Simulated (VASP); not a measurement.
# P in VASP: further runs

Aim: see how the results for P move with the level of theory and the settings. Levels: PBEsol, r2SCAN. Tasks: single point.

All numbers are computed with VASP 6.6.1; they aren't measurements. Logs are shortened: lines on timing, memory, paths and dates and some standing lists are left out, and cuts for length are marked.

**1. The cell of the first run**

The cell holds a slab with vacuum, 4 atoms: a = 3.305 Å, b = 35.088 Å, c = 4.663 Å, α = 90.00°, β = 90.00°, γ = 90.00°.

**2. Single point, PBEsol (135.20 Å³/atom)**

The input, INCAR:

```
PREC = Accurate
ENCUT = 520
EDIFF = 1E-6
ISMEAR = -1
SIGMA = 0.05
LREAL = False
LASPH = True
NELM = 100
ALGO = Normal
ISIF = 2
LWAVE = False
LCHARG = True
GGA = PS
LELF = True
LVHAR = True
NBANDS = 18
```

The input, KPOINTS:

```
Automatic mesh
0
Gamma
  8 1 6
```

The input, POSCAR:

```
P
1.0
    3.3054748950      0.0000000000      0.0000000000
    0.0000000000     35.0878789824      0.0000000000
    0.0000000000      0.0000000000      4.6627616617
P
4
Direct
    0.5000000000      0.9702614300      0.9078492800
    0.5000000000      0.0297385700      0.0921507200
    0.0000000000      0.0297385700      0.4078492800
    0.0000000000      0.9702614300      0.5921507200
```

Potentials or basis: VASP PAW PBE potentials, release 64 (P).

Launch:

```sh
> cat potpaw_PBE.64/P/POTCAR > POTCAR
> mpirun -np 1 vasp_std > vasp.out
```

OUTCAR:

```text
PREC = Accurate
   ENCUT = 520
   EDIFF = 1E-6
   ISMEAR = -1
   LREAL = False
   LASPH = True
   NELM = 100
   ISIF = 2
   GGA = PS

 ion  position               nearest neighbor table
   1  0.500  0.970  0.908-   4 2.21   4 2.21   2 2.26
   2  0.500  0.030  0.092-   3 2.21   3 2.21   1 2.26
   3  0.000  0.030  0.408-   2 2.21   2 2.21   4 2.26
   4  0.000  0.970  0.592-   1 2.21   1 2.21   3 2.26

  LATTYP: Found a simple orthorhombic cell.
 ALAT       =     3.3054748950
 B/A-ratio  =     1.4106177810
 C/A-ratio  =    10.6150795565

  Lattice vectors:

 A1 = (  -3.3054748950,   0.0000000000,   0.0000000000)
 A2 = (   0.0000000000,   0.0000000000,   4.6627616617)
 A3 = (   0.0000000000,  35.0878789824,   0.0000000000)

Analysis of symmetry for initial positions (statically):
=====================================================================
 Subroutine PRICEL returns:
 Original cell was already a primitive cell.

 Routine SETGRP: Setting up the symmetry group for a
 simple orthorhombic supercell.

 Subroutine GETGRP returns: Found  8 space group operations
 (whereof  4 operations were pure point group operations)
 out of a pool of  8 trial point group operations.

The static configuration has the point symmetry C_2h.
 The point group associated with its full space group is D_2h.

Analysis of symmetry for dynamics (positions and initial velocities):
=====================================================================
 Subroutine PRICEL returns:
 Original cell was already a primitive cell.

 Routine SETGRP: Setting up the symmetry group for a
 simple orthorhombic supercell.

 Subroutine GETGRP returns: Found  8 space group operations
 (whereof  4 operations were pure point group operations)
 out of a pool of  8 trial point group operations.

The dynamic configuration has the point symmetry C_2h.
 The point group associated with its full space group is D_2h.

 Subroutine INISYM returns: Found  8 space group operations
 (whereof  4 operations are pure point group operations),
 and found     1 'primitive' translations

----------------------------------------------------------------------------------------

                                     Primitive cell

  volume of cell :     540.7969

  direct lattice vectors                    reciprocal lattice vectors
     3.305474895  0.000000000  0.000000000     0.302528391  0.000000000  0.000000000
     0.000000000 35.087878982  0.000000000     0.000000000  0.028499870  0.000000000
     0.000000000  0.000000000  4.662761662     0.000000000  0.000000000  0.214465176

  length of vectors
     3.305474895 35.087878982  4.662761662     0.302528391  0.028499870  0.214465176

  position of ions in fractional coordinates (direct lattice)
     0.500000000  0.970261430  0.907849280
     0.500000000  0.029738570  0.092150720
     0.000000000  0.029738570  0.407849280
     0.000000000  0.970261430  0.592150720

  ion indices of the primitive-cell ions
   primitive index   ion index
                 1           1
                 2           2
                 3           3
                 4           4

----------------------------------------------------------------------------------------

 KPOINTS: Automatic mesh

Automatic generation of k-mesh.
 Grid dimensions read from file:
 generate k-points for:    8    1    6

 Generating k-lattice:

  Cartesian coordinates                     Fractional coordinates (reciprocal lattice)
     0.037816049  0.000000000  0.000000000     0.125000000  0.000000000  0.000000000
     0.000000000  0.028499870  0.000000000     0.000000000  1.000000000  0.000000000
     0.000000000  0.000000000  0.035744196     0.000000000  0.000000000  0.166666667

  Length of vectors
     0.037816049  0.028499870  0.035744196

  Shift w.r.t. Gamma in fractional coordinates (k-lattice)
     0.000000000  0.000000000  0.000000000

 Subroutine IBZKPT returns following result:
 ===========================================

 Found     20 irreducible k-points:

 Following reciprocal coordinates:
            Coordinates               Weight
  0.000000  0.000000  0.000000      1.000000
  0.125000  0.000000  0.000000      2.000000
  0.250000  0.000000  0.000000      2.000000
  0.375000  0.000000  0.000000      2.000000
  0.500000  0.000000  0.000000      1.000000
  0.000000  0.000000  0.166667      2.000000
[... 12 lines left out ...]
  0.375000  0.000000  0.500000      2.000000
  0.500000  0.000000  0.500000      1.000000
   k-points           NKPTS =     20   k-points in BZ     NKDIM =     20   number of bands    NBANDS=     18
   number of dos      NEDOS =    301   number of ions     NIONS =      4
   total plane-waves  NPLWV = 272160
   dimension x,y,z NGX =    28 NGY =  270 NGZ =   36
   dimension x,y,z NGXF=    56 NGYF=  540 NGZF=   72
   ions per type =               4
   NGX,Y,Z   is equivalent  to a cutoff of  14.08, 12.79, 12.84 a.u.
   NGXF,Y,Z  is equivalent  to a cutoff of  28.16, 25.59, 25.67 a.u.
 SYSTEM =  unknown system
   PREC   = accura    normal or accurate (medium, high low for compatibility)
   ISTART =      0    job   : 0-new  1-cont  2-samecut
   ICHARG =      2    charge: 1-file 2-atom 10-const
   ISPIN  =      1    spin polarized calculation?
   LNONCOLLINEAR =      F non collinear calculations
   LSORBIT =      F    spin-orbit coupling
   LASPH  =      T    aspherical Exc in radial PAW
   ENCUT  =  520.0 eV  38.22 Ry    6.18 a.u.   6.15 65.24  8.67*2*pi/ulx,y,z
   NELM   =    100;   NELMIN=  2; NELMDL= -5     # of ELM steps
   EDIFF  = 0.1E-05   stopping-criterion for ELM
   LREAL  =      F    real-space projection
   EDIFFG = 0.1E-04   stopping-criterion for IOM
   NSW    =      0    number of steps for IOM
   IBRION =     -1    ionic relax: 0-MD 1-quasi-New 2-CG
   NFREE  =      0    steps in history (QN), initial steepest desc. (CG)
   ISIF   =      2    stress and relaxation
   ISYM   =      2    0-nonsym 1-usesym 2-fastsym
   POTIM  = 0.5000    time-step for ionic-motion
   TEBEG  =    0.0;   TEEND  =   0.0 temperature during run
   PSTRESS=    0.0 pullay stress
   NELECT =      20.0000    total number of electrons
   NUPDOWN=      -1.0000    fix difference up-down
   EMIN   =  10.00;   EMAX   =-10.00  energy-range for DOS
   EFERMI =   0.00;   METHOD = LEGACY
   ISMEAR =    -1;   SIGMA  =   0.05  broadening in eV -4-tet -1-fermi 0-gaus
   EFERMI_NEDOS =   21; number of points for ismear=-14 and -15
   IALGO  =     38    algorithm
   IMIX   =      4    mixing-type and parameters
     AMIX     =   0.40;   BMIX     =  1.00
     AMIX_MAG =   1.60;   BMIX_MAG =  1.00
  volume/ion in A,a.u.               =     135.20       912.37
  Fermi-wavevector in a.u.,A,eV,Ry     =   0.545431  1.030716  4.047670  0.297495
  Thomas-Fermi vector in A             =   1.574795
   LORBIT       =      0    0 simple, 1 ext, 2 COOP (PROOUT), +10 PAW based schemes
   GGA     = PS    functional components
   LHFCALC =     F    Hartree Fock is set to
   AEXX    =    0.0000 exact exchange contribution
   IVDW    =     0    specifies the selected vdW correction
   LEPSILON=     F    determine dielectric tensor
   LRPA    =     F    only Hartree local field effects (RPA)
 non-spin polarized calculation
  energy-cutoff  :      520.00
  volume of cell :      540.80
 maximum number of plane-waves:     14640
 NGX is ok and might be reduce to    28
   NGX = 13   NGY =131   NGZ = 17

 number of electron      19.9999999 magnetization

 Free energy of the ion-electron system (eV)
  ---------------------------------------------------
  ext. energy  EPLUGINS =         0.00000000
  ---------------------------------------------------
  free energy    TOTEN  =       -22.80481870 eV

  energy without entropy =      -22.80481165  energy(sigma->0) =      -22.80481517

 E-fermi :  -3.0339     XC(G=0):  -1.7577

 val. band max:       -3.5008309021   @ k =   0.0000   0.0000   0.0000
 cond. band min:      -2.5927370859   @ k =   0.0000   0.0000   0.0000
 fundamental gap:      0.9080938162
 Fermi energy:        -3.0338878663

 k-point     1 :       0.0000    0.0000    0.0000
  band No.  band energies     occupation
      1     -18.4965      2.00000
      2     -16.0540      2.00000
      3     -12.7295      2.00000
      4      -9.2152      2.00000
      5      -8.2062      2.00000
      6      -8.0298      2.00000
[... 10 lines left out ...]
     17       1.5693      0.00000
     18       1.7110      0.00000

 k-point     2 :       0.1250    0.0000    0.0000
  band No.  band energies     occupation
      1     -18.3111      2.00000
      2     -15.8604      2.00000
      3     -12.8049      2.00000
      4      -9.0771      2.00000
      5      -8.4043      2.00000
      6      -7.8665      2.00000
[... 10 lines left out ...]
     17       1.6206      0.00000
     18       1.7836      0.00000

 k-point     3 :       0.2500    0.0000    0.0000
  band No.  band energies     occupation
      1     -17.7610      2.00000
      2     -15.2824      2.00000
      3     -13.2679      2.00000
      4      -9.6288      2.00000
      5      -8.9374      2.00000
      6      -8.7098      2.00000
[... 10 lines left out ...]
     17       2.0112      0.00000
     18       2.2054      0.00000

 k-point     4 :       0.3750    0.0000    0.0000
  band No.  band energies     occupation
      1     -16.8679      2.00000
      2     -14.3616      2.00000
      3     -14.3290      2.00000
      4     -11.4008      2.00000
      5      -9.0336      2.00000
      6      -8.3539      2.00000
[... 291 lines left out ...]
      4     -11.8694      2.00000
      5      -8.9614      2.00000
      6      -8.9614      2.00000
[... 10 lines left out ...]
     17       2.7906      0.00000
     18       2.7906      0.00000

 k-point    19 :       0.3750    0.0000    0.5000
  band No.  band energies     occupation
      1     -15.9266      2.00000
      2     -15.9266      2.00000
      3     -12.6747      2.00000
      4     -12.6747      2.00000
      5      -9.1472      2.00000
      6      -9.1472      2.00000
[... 10 lines left out ...]
     17       3.0747      0.00000
     18       3.0747      0.00000

 k-point    20 :       0.5000    0.0000    0.5000
  band No.  band energies     occupation
      1     -15.3443      2.00000
      2     -15.3443      2.00000
      3     -13.4088      2.00000
      4     -13.4088      2.00000
      5      -8.4965      2.00000
      6      -8.4965      2.00000
[... 10 lines left out ...]
     17       2.9895      0.00000
     18       2.9895      0.00000

------------------------ aborting loop because EDIFF is reached ----------------------------------------

  FORCE on cell =-STRESS in cart. coord.  units (eV):
  Direction    XX          YY          ZZ          XY          YZ          ZX
  --------------------------------------------------------------------------------------
  -------------------------------------------------------------------------------------
  Total       -1.4135213     -0.3663381     -0.8590946      0.0000000      0.0000000      0.0000000
  in kB       -4.1877306     -1.0853217     -2.5451734      0.0000000      0.0000000      0.0000000
  external PRESSURE =      -2.6060752 kB  Pullay stress =       0.0000000 kB

 VOLUME and BASIS-vectors are now :
 -----------------------------------------------------------------------------
  energy-cutoff  :      520.00
  volume of cell :      540.80
      direct lattice vectors                 reciprocal lattice vectors
     3.305474895  0.000000000  0.000000000     0.302528391  0.000000000  0.000000000
     0.000000000 35.087878982  0.000000000     0.000000000  0.028499870  0.000000000
     0.000000000  0.000000000  4.662761662     0.000000000  0.000000000  0.214465176

 POSITION                                       TOTAL-FORCE (eV/Angst)
 -----------------------------------------------------------------------------------
      1.65274     34.04442      4.23308        -0.000000      0.084440      0.142470
      1.65274      1.04346      0.42968        -0.000000     -0.084440     -0.142470
      0.00000      1.04346      1.90170        -0.000000     -0.084440      0.142470
      0.00000     34.04442      2.76106         0.000000      0.084440     -0.142470
 -----------------------------------------------------------------------------------
    total drift:                               -0.000000      0.000000     -0.000000

  FREE ENERGIE OF THE ION-ELECTRON SYSTEM (eV)
  ---------------------------------------------------
  free  energy   TOTEN  =       -22.8048186996 eV

  energy  without entropy=      -22.8048116474  energy(sigma->0) =      -22.80481517
```

It took 4.4 min on 1 thread of Intel Xeon Platinum 8259CL at 2.50GHz (Skylake/Cascade Lake), shared host; peak memory 0.63 GiB.

What came out:

* Free energy: -22.8048 eV
* Largest force: 0.166 eV/Å
* Band gap on the k mesh: 0.91 eV

Forces in eV/Å, atoms in the order of the input:
```
P    0.000  0.084  0.142
P    0.000 -0.084 -0.142
P    0.000 -0.084  0.142
P    0.000  0.084 -0.142
```

Caveat: there is no dipole correction, which matters where the two faces differ; the PAW data sets were made with another functional, which shifts forces and pressure a little.

**3. Single point, PBEsol (atoms moved at random)**

The input, INCAR:

```
SYSTEM = P
ALGO = Normal ; EDIFF = 1E-6
ENCUT = 520 ; GGA = PS
ISIF = 2 ; ISMEAR = -1
LASPH = .True. ; LCHARG = .False.
LREAL = .False. ; LWAVE = .False.
NBANDS = 18 ; NELM = 80
PREC = Accurate ; SIGMA = 0.05
```

The input, KPOINTS:

```
k-points
0
Gamma
  8 1 6
  0 0 0
```

The input, POSCAR:

```
P
1.0
    3.2837277200      0.0000000000      0.0000000000
    0.0000000000     34.8570309900      0.0000000000
    0.0000000000      0.0000000000      4.6320847100
P
4
Direct
    0.5012240000      0.9711420000      0.9154370000
    0.4966880000      0.0305910000      0.0847350000
    0.0075000000      0.0287940000      0.4114240000
   -0.0118830000      0.9699380000      0.5999270000
```

Potentials or basis: VASP PAW PBE potentials, release 64 (P).

Launch:

```sh
> cat potpaw_PBE.64/P/POTCAR > POTCAR
> mpirun -np 1 vasp_std > vasp.out
```

Run time: 4.8 min. Hardware: 1 thread of Intel Xeon Platinum 8259CL at 2.50GHz (Skylake/Cascade Lake), shared host; peak memory 0.58 GiB.

Results (log left out):

- Free energy: -22.7813 eV
- Largest force: 0.716 eV/Å
- Band gap on the k mesh: 1.04 eV

Forces on the atoms (eV/Å):
```
P   -0.430 -0.137  0.150
P    0.293  0.026  0.480
P   -0.394  0.357 -0.218
P    0.531 -0.246 -0.412
```

Levels at points of the mesh, in eV from the valence-band top:
```
           k point  band 7  band 8  band 9  band 10  band 11  band 12  band 13  band 14
(0.00, 0.00, 0.00)   -3.33   -1.73   -1.50     0.00     1.05     1.59     2.67     3.31
(0.50, 0.00, 0.00)   -2.83   -2.66   -1.99    -1.91     1.04     1.33     2.07     2.28
(0.00, 0.00, 0.50)   -2.65   -2.33   -1.41    -1.31     2.06     2.20     3.62     3.73
(0.50, 0.00, 0.50)   -4.69   -4.53   -1.12    -0.95     2.32     2.63     3.57     3.80
```

Caveat: the cell differs from its parent crystal (atoms moved at random); there is no dipole correction, which matters where the two faces differ; the PAW data sets were made with another functional, which shifts forces and pressure a little.

**4. Single point, PBEsol**

This run uses another cell than the first one.

The input, INCAR:

```
SYSTEM = P
  PREC = Accurate
  ENCUT = 520
  EDIFF = 1E-7
  ISMEAR = -1
  SIGMA = 0.05
  LREAL = .FALSE.
  LASPH = .TRUE.
  NELM = 100
  ALGO = Normal
  ISIF = 2
  LWAVE = .FALSE.
  LCHARG = .TRUE.
  GGA = PS
  LELF = .TRUE.
  LVHAR = .TRUE.
  NBANDS = 18
```

The input, KPOINTS:

```
Automatic mesh
0
G
  5 1 4
  0 0 0
```

The input, POSCAR:

```
P
1.0
    3.2837277200      0.0000000000      0.0000000000
    0.0000000000     34.8570309900      0.0000000000
    0.0000000000      0.0000000000      4.6320847100
P
4
Direct
    0.5000000000      0.9702614300      0.9078492800
    0.5000000000      0.0297385700      0.0921507200
    0.0000000000      0.0297385700      0.4078492800
    0.0000000000      0.9702614300      0.5921507200
```

Launch:

```sh
> cat potpaw_PBE.64/P/POTCAR > POTCAR
> mpirun -np 1 vasp_std > vasp.out
```

Run time: 5.3 min. Hardware: 1 thread of Intel Xeon 8259CL, shared host; peak memory 0.53 GiB.

The run converged. Its results:

| Item | Value |
| --- | --- |
| Free energy | -22.7775 eV |
| Largest force | 0.254 eV/Å |
| Band gap on the k mesh | 0.89 eV |

Forces on the atoms (eV/Å):
```
P    0.000 -0.008  0.254
P    0.000  0.008 -0.254
P    0.000  0.008  0.254
P    0.000 -0.008 -0.254
```

Levels at points of the mesh, in eV from the valence-band top:
| k point | band 6 | band 7 | band 8 | band 9 | band 10 | band 11 | band 12 | band 13 | band 14 | band 15 |
| --- | --- | --- | --- | --- | --- | --- | --- | --- | --- | --- |
| (0.00, 0.00, 0.00) | -4.64 | -3.47 | -1.87 | -1.67 | 0.00 | 0.89 | 1.46 | 2.58 | 3.29 | 4.41 |
| (0.00, 0.00, 0.50) | -2.95 | -2.68 | -2.68 | -1.40 | -1.40 | 2.02 | 2.02 | 3.71 | 3.71 | 3.72 |

Caveat: there is no dipole correction, which matters where the two faces differ; the PAW data sets were made with another functional, which shifts forces and pressure a little.

**5. Single point, r2SCAN**

This run uses another cell than the first one.

POSCAR is that of step 4.

The input, INCAR.step1:

```
SYSTEM = P
PREC = Accurate
ENCUT = 520
ISMEAR = -1
SIGMA = 0.05
LREAL = .FALSE.
LASPH = .TRUE.
NELM = 60
NBANDS = 18
GGA = PE
ALGO = Normal
EDIFF = 1E-4
LWAVE = .TRUE.
LCHARG = .FALSE.
```

The input, INCAR.step2:

```
SYSTEM = P
PREC = Accurate
ENCUT = 520
EDIFF = 1E-7
ISMEAR = -1
SIGMA = 0.05
LREAL = .FALSE.
LASPH = .TRUE.
NELM = 60
ALGO = Normal
ISIF = 2
LWAVE = .FALSE.
LCHARG = .FALSE.
METAGGA = R2SCAN
LMIXTAU = .TRUE.
NBANDS = 18
ISTART = 1
```

KPOINTS is that of step 4.

Launch:

```sh
> cat potpaw_PBE.64/P/POTCAR > POTCAR
> cp INCAR.step1 INCAR
> mpirun -np 1 vasp_std > vasp.out
> cp INCAR.step2 INCAR
> mpirun -np 1 vasp_std > vasp.out
```

Wall time 24 min (1 thread of Intel Xeon 8259CL, shared host); peak memory 0.59 GiB.

Results (log left out):

```
Free energy            : -35.7568 eV
Largest force          : 0.027 eV/Å
Band gap on the k mesh : 1.13 eV
```

Forces in eV/Å, atoms in the order of the input:
```
P    0.000  0.026  0.002
P    0.000 -0.026 -0.002
P    0.000 -0.026  0.002
P    0.000  0.026 -0.002
```

Levels at points of the mesh, in eV from the valence-band top:
| k point | band 7 | band 8 | band 9 | band 10 | band 11 | band 12 | band 13 | band 14 |
| --- | --- | --- | --- | --- | --- | --- | --- | --- |
| (0.00, 0.00, 0.00) | -3.68 | -2.02 | -1.70 | 0.00 | 1.13 | 1.84 | 2.95 | 3.53 |
| (0.00, 0.00, 0.50) | -2.87 | -2.87 | -1.46 | -1.46 | 2.39 | 2.39 | 4.00 | 4.00 |

Caveat: there is no dipole correction, which matters where the two faces differ; the PAW data sets were made with another functional, which shifts forces and pressure a little.

**6. The runs side by side**

| level | cell | k mesh | gap on the mesh (eV) | largest force (eV/Å) |
| --- | --- | --- | --- | --- |
| PBEsol | a = 3.305, b = 35.088, c = 4.663 Å, 4 atoms, atomic positions A | 8 × 1 × 6 | 0.91 | 0.17 |
| PBEsol | a = 3.284, b = 34.857, c = 4.632 Å, 4 atoms, atomic positions B | 8 × 1 × 6 | 1.04 | 0.72 |
| PBEsol | a = 3.284, b = 34.857, c = 4.632 Å, 4 atoms, atomic positions A | 5 × 1 × 4 | 0.89 | 0.25 |
| r2SCAN | a = 3.284, b = 34.857, c = 4.632 Å, 4 atoms, atomic positions A | 5 × 1 × 4 | 1.13 | 0.03 |

Alike in all rows: task single point; potentials or basis VASP PAW PBE potentials, release 64 (P); no spin polarisation; cutoff (eV) 520; smearing fermi-dirac 0.05 eV.

Caveats: there is no dipole correction, which matters where the two faces differ; the PAW data sets were made with another functional, which shifts forces and pressure a little.

Absolute energies hang on the potentials; compare differences alone.
